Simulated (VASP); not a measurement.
# B: relaxation of cell and atoms with PBE

Crystal: B.

```
B
1.0
     4.57998    0.00000    0.00000
     0.00000    4.57998    0.00000
     0.00000    0.00000    3.01705
B
8
Direct
  0.96871 0.38218 0.22945
  0.03129 0.61782 0.72945
  0.61782 0.96871 0.97945
  0.38218 0.03129 0.47945
  0.08821 0.23677 0.71113
  0.91179 0.76323 0.21113
  0.76323 0.08821 0.46113
  0.23677 0.91179 0.96113
```

| Property | Result |
| --- | --- |
| Program | VASP 6.6.1 |
| Task | relaxation of cell and atoms |
| Functional | PBE |
| Potentials or basis | VASP PAW PBE potentials, release 64 (B) |
| Cutoff | 600 eV |
| k mesh | 8 × 8 × 12 |
| Occupations | gaussian, width 0.1 eV |
| Spin | no spin polarisation |
| Dipole correction | no |
| Further INCAR settings | ALGO = Normal; EDIFF = 1e-06; IBRION = 2; EDIFFG = -0.01; NSW = 100; ISIF = 3 |

```json
{
 "Relaxed volume": "7.92 Å³/atom",
 "Relaxed cell": "a = 4.578 Å, b = 4.578 Å, c = 3.023 Å, α = 90.00°, β = 90.00°, γ = 90.00°",
 "Space group after relaxing (to 0.05 Å)": "P4_3 (No. 78)",
 "Energy gained by relaxing": "0.1 meV/atom",
 "Ionic steps": "6",
 "Pressure after relaxing": "0.0 GPa"
}
```

The path:
```tsv
step	energy change (eV)	largest force (eV/Å)	pressure (GPa)	volume (Å³)
1	0.0000	0.0249	0.31	63.29
2	-0.0004	0.0195	-0.28	63.43
3	-0.0004	0.0207	-0.14	63.39
4	-0.0005	0.0100	0.00	63.35
5	-0.0005	0.0104	0.02	63.35
6	-0.0005	0.0019	0.01	63.35
```

Final structure:
```
B
1.0
     4.57757    0.00000    0.00000
     0.00000    4.57757    0.00000
     0.00000    0.00000    3.02307
B
8
Direct
  0.96873 0.38162 0.22938
  0.03127 0.61838 0.72938
  0.61838 0.96873 0.97938
  0.38162 0.03127 0.47938
  0.08804 0.23696 0.71120
  0.91197 0.76304 0.21120
  0.76304 0.08804 0.46120
  0.23696 0.91197 0.96120
```

Levels at points of the mesh, in eV from the Fermi level:
```csv
k point,band 9,band 10,band 11,band 12,band 13,band 14,band 15,band 16
"(0.00, 0.00, 0.00)",-3.47,-3.47,-0.92,-0.47,2.21,3.00,3.00,3.77
"(0.50, 0.00, 0.00)",-3.46,-3.34,-1.46,-0.46,2.32,3.05,3.46,3.54
"(0.50, 0.50, 0.00)",-3.88,-2.45,-1.71,-1.71,1.05,2.45,2.45,3.06
"(0.00, 0.00, 0.50)",-5.14,-5.14,-1.61,-1.61,0.68,0.68,2.27,2.27
"(0.50, 0.00, 0.50)",-3.49,-3.49,-2.95,-2.95,0.82,0.82,3.93,3.93
"(0.50, 0.50, 0.50)",-3.84,-3.84,-1.84,-1.84,2.28,2.28,3.22,3.22
```

Wall time 4.4 min on 1 thread of Intel(R) Xeon(R) Platinum 8259CL CPU @ 2.50GHz (Skylake/Cascade Lake), with other jobs on the host, peak memory 0.26 GiB.
